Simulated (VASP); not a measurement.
## W4C: relaxation of the atoms with PBE

W4C, a slab with vacuum:

```
CELL_PARAMETERS angstrom
3.18370 0.00000 0.00000
0.00000 3.18370 0.00000
0.00000 0.00000 20.14258
ATOMIC_POSITIONS crystal
W 0.50000 0.50000 0.19858
W 0.00000 0.00000 0.27761
W 0.50000 0.50000 0.35995
W 0.00000 0.00000 0.42907
C 0.37500 0.37500 0.48765
```

```json
{
  "Program": "VASP 6.6.1",
  "Task": "relaxation of the atoms",
  "Functional": "PBE",
  "Potentials or basis": "VASP PAW PBE potentials, release 64 (W_sv, C)",
  "Cutoff": "520 eV",
  "k mesh": "8 × 8 × 1",
  "Occupations": "gaussian, width 0.1 eV",
  "Spin": "no spin polarisation",
  "Dipole correction": "yes",
  "Atoms held fixed (from 0)": "[0, 1, 2, 3, 4]",
  "Further INCAR settings": "ALGO = Normal; EDIFF = 1e-07; IBRION = 2; EDIFFG = -0.025; NSW = 36"
}
```

```
Energy gained by relaxing : 166.2 meV/atom
Ionic steps               : 15
Band gap on the k mesh    : zero (bands 30 and 31 overlap by 1.77 eV)
```

The path:
| step | energy change (eV) | largest force on free atoms (eV/Å) | pressure (GPa) |
| --- | --- | --- | --- |
| 1 | 0.0000 | 3.1270 | -4.52 |
| 2 | -0.4299 | 2.4955 | -3.61 |
| 3 | -0.8308 | 0.0259 | -0.88 |
| 4 | -0.8305 | 0.0786 | -0.99 |
| 5 | -0.8305 | 0.0771 | -0.99 |
| 6 | -0.8306 | 0.0724 | -0.99 |
| 7 | -0.8306 | 0.0723 | -0.98 |
| 8 | -0.8306 | 0.0722 | -0.98 |
| 9 | -0.8306 | 0.0718 | -0.98 |
| 10 | -0.8306 | 0.0710 | -0.98 |
| 11 | -0.8306 | 0.0694 | -0.98 |
| 12 | -0.8306 | 0.0661 | -0.98 |
| 13 | -0.8306 | 0.0592 | -0.97 |
| 14 | -0.8307 | 0.0462 | -0.96 |
| 15 | -0.8308 | 0.0199 | -0.93 |

Final structure:
```yaml
crystal:
  lattice:
    - [3.18370, 0.00000, 0.00000]
    - [0.00000, 3.18370, 0.00000]
    - [0.00000, 0.00000, 20.14258]
  atoms:
    - { symbol: W, position: [0.50000, 0.50000, 0.19858] }
    - { symbol: W, position: [0.00000, 0.00000, 0.27761] }
    - { symbol: W, position: [0.50000, 0.50000, 0.35995] }
    - { symbol: W, position: [0.00000, 0.00000, 0.42907] }
    - { symbol: C, position: [0.37500, 0.37500, 0.46602] }
```

Levels at points of the mesh, in eV from the Fermi level:
```tsv
k point	band 27	band 28	band 29	band 30	band 31	band 32	band 33	band 34
(0.00, 0.00, 0.00)	-1.06	-0.79	-0.54	-0.31	-0.12	0.26	0.62	0.99
(0.50, 0.00, 0.00)	-1.61	-0.76	-0.44	-0.21	0.73	0.85	1.19	1.62
(0.50, 0.50, 0.00)	-1.25	-1.18	-1.00	1.43	1.83	1.89	2.04	2.09
```

Wall time 14 min on 1 thread of Intel(R) Xeon(R) Platinum 8488C (Sapphire Rapids), on a shared host, peak memory 0.35 GiB.

Caveat: spin-orbit coupling is left out, which moves the levels of the heavy elements.
